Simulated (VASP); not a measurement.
# Zn2Si3N (P4/mmm) in VASP: further runs, part 2 of 2

VASP 6.6.1. The steps go on from the part before.

**3. Single point, PBE**

This run uses another cell than the first one, of 18.09 Å³/atom, 1.052 times its volume.

Contents of INCAR:

```
  ALGO = Normal
  EDIFF = 1E-6
  ENCUT = 520
  GGA = PE
  ISIF = 2
  ISMEAR = 0
  LASPH = True
  LCHARG = False
  LREAL = False
  LWAVE = False
  NBANDS = 30
  NELM = 80
  PREC = Accurate
  SIGMA = 0.1
```

Contents of KPOINTS:

```
k-points
0
Gamma
  4 4 4
```

Contents of POSCAR:

```
Zn2Si3N
1.0
    5.0977961484      0.0000000000      0.0000000000
    0.0000000000      5.0977961484      0.0000000000
    0.0000000000      0.0000000000      4.1765195953
Zn Si N
2 3 1
Direct
    0.5000000000      0.0000000000      0.0000000000
    0.0000000000      0.5000000000      0.0000000000
    0.5000000000      0.5000000000      0.5000000000
    0.5000000000      0.5000000000      0.0000000000
    0.0000000000      0.0000000000      0.0000000000
    0.0000000000      0.0000000000      0.5000000000
```

Potentials or basis: VASP PAW PBE potentials, release 64 (Zn, Si, N).

On the command line:

```sh
$ cat potpaw_PBE.64/Zn/POTCAR potpaw_PBE.64/Si/POTCAR potpaw_PBE.64/N/POTCAR > POTCAR
$ mpirun -np 1 vasp_std > vasp.out
```

OUTCAR:

```text
EDIFF = 1E-6
   ENCUT = 520
   GGA = PE
   ISIF = 2
   ISMEAR = 0
   LASPH = True
   LREAL = False
   NELM = 80
   PREC = Accurate

 ion  position               nearest neighbor table
   1  0.500  0.000  0.000-   4 2.55   5 2.55   4 2.55   5 2.55
   2  0.000  0.500  0.000-   4 2.55   5 2.55   5 2.55   4 2.55
   3  0.500  0.500  0.500-   4 2.09   4 2.09
   4  0.500  0.500  0.000-   3 2.09   3 2.09   1 2.55   2 2.55   1 2.55   2 2.55
   5  0.000  0.000  0.000-   6 2.09   6 2.09   1 2.55   2 2.55   2 2.55   1 2.55
   6  0.000  0.000  0.500-   5 2.09   5 2.09

  LATTYP: Found a simple tetragonal cell.
 ALAT       =     5.0977961484
 C/A-ratio  =     0.8192794442

  Lattice vectors:

 A1 = (   5.0977961484,   0.0000000000,   0.0000000000)
 A2 = (   0.0000000000,   5.0977961484,   0.0000000000)
 A3 = (   0.0000000000,   0.0000000000,   4.1765195953)

Analysis of symmetry for initial positions (statically):
=====================================================================
 Subroutine PRICEL returns:
 Original cell was already a primitive cell.

 Routine SETGRP: Setting up the symmetry group for a
 simple tetragonal supercell.

 Subroutine GETGRP returns: Found 16 space group operations
 (whereof 16 operations were pure point group operations)
 out of a pool of 16 trial point group operations.

The static configuration has the point symmetry D_4h.

Analysis of symmetry for dynamics (positions and initial velocities):
=====================================================================
 Subroutine PRICEL returns:
 Original cell was already a primitive cell.

 Routine SETGRP: Setting up the symmetry group for a
 simple tetragonal supercell.

 Subroutine GETGRP returns: Found 16 space group operations
 (whereof 16 operations were pure point group operations)
 out of a pool of 16 trial point group operations.

The dynamic configuration has the point symmetry D_4h.

 Subroutine INISYM returns: Found 16 space group operations
 (whereof 16 operations are pure point group operations),
 and found     1 'primitive' translations

----------------------------------------------------------------------------------------

                                     Primitive cell

  volume of cell :     108.5374

  direct lattice vectors                    reciprocal lattice vectors
     5.097796148  0.000000000  0.000000000     0.196163199  0.000000000  0.000000000
     0.000000000  5.097796148  0.000000000     0.000000000  0.196163199  0.000000000
     0.000000000  0.000000000  4.176519595     0.000000000  0.000000000  0.239433810

  length of vectors
     5.097796148  5.097796148  4.176519595     0.196163199  0.196163199  0.239433810

  position of ions in fractional coordinates (direct lattice)
     0.500000000  0.000000000  0.000000000
     0.000000000  0.500000000  0.000000000
     0.500000000  0.500000000  0.500000000
     0.500000000  0.500000000  0.000000000
     0.000000000  0.000000000  0.000000000
     0.000000000  0.000000000  0.500000000

  ion indices of the primitive-cell ions
[... 28 lines left out ...]

 Subroutine IBZKPT returns following result:
 ===========================================

 Found     18 irreducible k-points:

 Following reciprocal coordinates:
            Coordinates               Weight
  0.000000  0.000000  0.000000      1.000000
  0.250000  0.000000  0.000000      4.000000
  0.500000  0.000000  0.000000      2.000000
  0.250000  0.250000  0.000000      4.000000
  0.500000  0.250000  0.000000      4.000000
  0.500000  0.500000  0.000000      1.000000
[... 10 lines left out ...]
  0.500000  0.250000  0.500000      4.000000
  0.500000  0.500000  0.500000      1.000000
   k-points           NKPTS =     18   k-points in BZ     NKDIM =     18   number of bands    NBANDS=     30
   number of dos      NEDOS =    301   number of ions     NIONS =      6
   total plane-waves  NPLWV =  51200
   dimension x,y,z NGX =    40 NGY =   40 NGZ =   32
   dimension x,y,z NGXF=    80 NGYF=   80 NGZF=   64
   ions per type =               2   3   1
   NGX,Y,Z   is equivalent  to a cutoff of  13.04, 13.04, 12.74 a.u.
   NGXF,Y,Z  is equivalent  to a cutoff of  26.09, 26.09, 25.48 a.u.
 SYSTEM =  unknown system
   PREC   = accura    normal or accurate (medium, high low for compatibility)
   ISTART =      0    job   : 0-new  1-cont  2-samecut
   ICHARG =      2    charge: 1-file 2-atom 10-const
   ISPIN  =      1    spin polarized calculation?
   LNONCOLLINEAR =      F non collinear calculations
   LSORBIT =      F    spin-orbit coupling
   LASPH  =      T    aspherical Exc in radial PAW
   ENCUT  =  520.0 eV  38.22 Ry    6.18 a.u.   9.48  9.48  7.77*2*pi/ulx,y,z
   NELM   =     80;   NELMIN=  2; NELMDL= -5     # of ELM steps
   EDIFF  = 0.1E-05   stopping-criterion for ELM
   LREAL  =      F    real-space projection
   EDIFFG = 0.1E-04   stopping-criterion for IOM
   NSW    =      0    number of steps for IOM
   IBRION =     -1    ionic relax: 0-MD 1-quasi-New 2-CG
   NFREE  =      0    steps in history (QN), initial steepest desc. (CG)
   ISIF   =      2    stress and relaxation
   ISYM   =      2    0-nonsym 1-usesym 2-fastsym
   POTIM  = 0.5000    time-step for ionic-motion
   TEBEG  =    0.0;   TEEND  =   0.0 temperature during run
   PSTRESS=    0.0 pullay stress
   NELECT =      41.0000    total number of electrons
   NUPDOWN=      -1.0000    fix difference up-down
   EMIN   =  10.00;   EMAX   =-10.00  energy-range for DOS
   EFERMI =   0.00;   METHOD = LEGACY
   ISMEAR =     0;   SIGMA  =   0.10  broadening in eV -4-tet -1-fermi 0-gaus
   EFERMI_NEDOS =   21; number of points for ismear=-14 and -15
   IALGO  =     38    algorithm
   IMIX   =      4    mixing-type and parameters
     AMIX     =   0.40;   BMIX     =  1.00
     AMIX_MAG =   1.60;   BMIX_MAG =  1.00
  volume/ion in A,a.u.               =      18.09       122.07
  Fermi-wavevector in a.u.,A,eV,Ry     =   1.183431  2.236360 19.055083  1.400509
  Thomas-Fermi vector in A             =   2.319666
   LORBIT       =      0    0 simple, 1 ext, 2 COOP (PROOUT), +10 PAW based schemes
   GGA     = PE    functional components
   LHFCALC =     F    Hartree Fock is set to
   AEXX    =    0.0000 exact exchange contribution
   IVDW    =     0    specifies the selected vdW correction
   LEPSILON=     F    determine dielectric tensor
   LRPA    =     F    only Hartree local field effects (RPA)
 non-spin polarized calculation
 Gauss-broadening in eV      SIGMA  =   0.10
  energy-cutoff  :      520.00
  volume of cell :      108.54
 maximum number of plane-waves:      2936
 NGX is ok and might be reduce to    40
   NGX = 19   NGY = 19   NGZ = 15

 number of electron      40.9999971 magnetization

 Free energy of the ion-electron system (eV)
  ---------------------------------------------------
  ext. energy  EPLUGINS =         0.00000000
  ---------------------------------------------------
  free energy    TOTEN  =       -20.61994865 eV

  energy without entropy =      -20.60436952  energy(sigma->0) =      -20.61215909

 E-fermi :   3.7627     XC(G=0):  -9.8376

 val. band max:        3.7192144283   @ k =   0.2500   0.2500   0.0000
 cond. band min:       3.7969400228   @ k =   0.2500   0.0000   0.2500
 fundamental gap:      0.0777255945
 Fermi energy:         3.7626640066

 k-point     1 :       0.0000    0.0000    0.0000
  band No.  band energies     occupation
      1      -9.7243      2.00000
      2      -7.5906      2.00000
      3      -3.9529      2.00000
      4      -3.5144      2.00000
      5      -3.4340      2.00000
      6      -3.3636      2.00000
[... 583 lines left out ...]
     29      10.3652      0.00000
     30      10.3652      0.00000

------------------------ aborting loop because EDIFF is reached ----------------------------------------

  FORCE on cell =-STRESS in cart. coord.  units (eV):
  Direction    XX          YY          ZZ          XY          YZ          ZX
  --------------------------------------------------------------------------------------
  -------------------------------------------------------------------------------------
  Total        0.0865557      0.0865557     -0.0972038      0.0000000      0.0000000      0.0000000
  in kB        1.2776935      1.2776935     -1.4348762      0.0000000      0.0000000      0.0000000
  external PRESSURE =       0.3735036 kB  Pullay stress =       0.0000000 kB

 VOLUME and BASIS-vectors are now :
 -----------------------------------------------------------------------------
  energy-cutoff  :      520.00
  volume of cell :      108.54
      direct lattice vectors                 reciprocal lattice vectors
     5.097796148  0.000000000  0.000000000     0.196163199  0.000000000  0.000000000
     0.000000000  5.097796148  0.000000000     0.000000000  0.196163199  0.000000000
     0.000000000  0.000000000  4.176519595     0.000000000  0.000000000  0.239433810

 POSITION                                       TOTAL-FORCE (eV/Angst)
 -----------------------------------------------------------------------------------
      2.54890      0.00000      0.00000         0.000000      0.000000      0.000000
      0.00000      2.54890      0.00000         0.000000      0.000000      0.000000
      2.54890      2.54890      2.08826         0.000000      0.000000      0.000000
      2.54890      2.54890      0.00000         0.000000      0.000000      0.000000
      0.00000      0.00000      0.00000         0.000000      0.000000      0.000000
      0.00000      0.00000      2.08826         0.000000      0.000000      0.000000
 -----------------------------------------------------------------------------------
    total drift:                               -0.000000      0.000000     -0.000000

  FREE ENERGIE OF THE ION-ELECTRON SYSTEM (eV)
  ---------------------------------------------------
  free  energy   TOTEN  =       -20.6199486464 eV

  energy  without entropy=      -20.6043695248  energy(sigma->0) =      -20.61215909
```

stdout:

```text
POSCAR found type information on POSCAR ZnSiN
 POSCAR found :  3 types and       6 ions
 scaLAPACK will be used
 LDA part: xc-table for (Slater+PW92), standard interpolation
 POSCAR, INCAR and KPOINTS ok, starting setup
 FFT: planning ... GRIDC
 FFT: planning ... GRID_SOFT
 FFT: planning ... GRID
 WAVECAR not read
 entering main loop
```

Run time: 44 s. Hardware: 1 thread of Intel Xeon 6975P-C (Granite Rapids), shared host; peak memory 0.23 GiB.

Results:

| Item | Value |
| --- | --- |
| Free energy | -20.6199 eV |
| Pressure | 0.0 GPa |

Levels at points of the mesh, in eV from the Fermi level:
| k point | band 17 | band 18 | band 19 | band 20 | band 21 | band 22 | band 23 | band 24 |
| --- | --- | --- | --- | --- | --- | --- | --- | --- |
| (0.00, 0.00, 0.00) | -3.96 | -2.41 | -1.54 | -1.54 | -0.88 | 1.42 | 1.42 | 1.53 |
| (0.50, 0.00, 0.00) | -3.52 | -2.99 | -2.63 | -1.57 | 0.61 | 1.33 | 2.36 | 3.42 |
| (0.50, 0.50, 0.00) | -4.04 | -1.67 | -0.64 | -0.64 | 1.33 | 1.33 | 2.86 | 2.86 |
| (0.00, 0.00, 0.50) | -1.61 | -1.61 | -1.60 | -0.64 | 0.36 | 0.36 | 0.39 | 0.39 |
| (0.50, 0.00, 0.50) | -2.34 | -1.71 | -1.58 | -1.43 | -1.21 | -0.29 | 1.44 | 3.57 |
| (0.50, 0.50, 0.50) | -2.86 | -2.86 | 0.29 | 0.33 | 0.33 | 2.45 | 2.45 | 3.01 |

Caveat: the k points lie up to 0.38 Å⁻¹ apart.
